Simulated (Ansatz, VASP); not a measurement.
# One calculation of Se, two programs

```
Se
1.0
     2.04751    1.18213    3.79686
    -2.04751    1.18213    3.79686
     0.00000   -2.36426    3.79686
Se
2
Direct
  0.22754 0.22754 0.22754
  0.77246 0.77246 0.77246
```

Alike in both runs: task relaxation of cell and atoms; functional PBEsol; k mesh 6 × 6 × 6; occupations gaussian, width 0.1 eV; no spin polarisation.

```csv
,VASP,Ansatz
version,VASP 6.6.1,Ansatz 0.2.0
potentials or method,"VASP PAW PBE potentials, release 64 (Se), cutoff 600 eV","scalar-relativistic, plane waves, PAW"
valence electrons in the cell,12,32
```

Ansatz gave:

- gap on the k mesh at the Fermi level, each at its own relaxed structure (eV): none
- relaxed volume (Å³/atom): 21.63
- relaxed cell length with the largest relative difference (Å): 3.986

**Question.** What did VASP give for the same quantities?

**Answer.** gap on the k mesh at the Fermi level, each at its own relaxed structure (eV): none; relaxed volume (Å³/atom): 21.61; relaxed cell length with the largest relative difference (Å): 3.867.

VASP's potentials were made for PBE, not for PBEsol. A gap of «none» marks a metal or a gap that the smearing closes. VASP's potentials hold 12 valence electrons a cell and Ansatz's 32, so a difference there can come from the potentials and not from the codes.

Noted on VASP's run: the volume moved by over 15 % at a fixed basis, so the end points are rough.
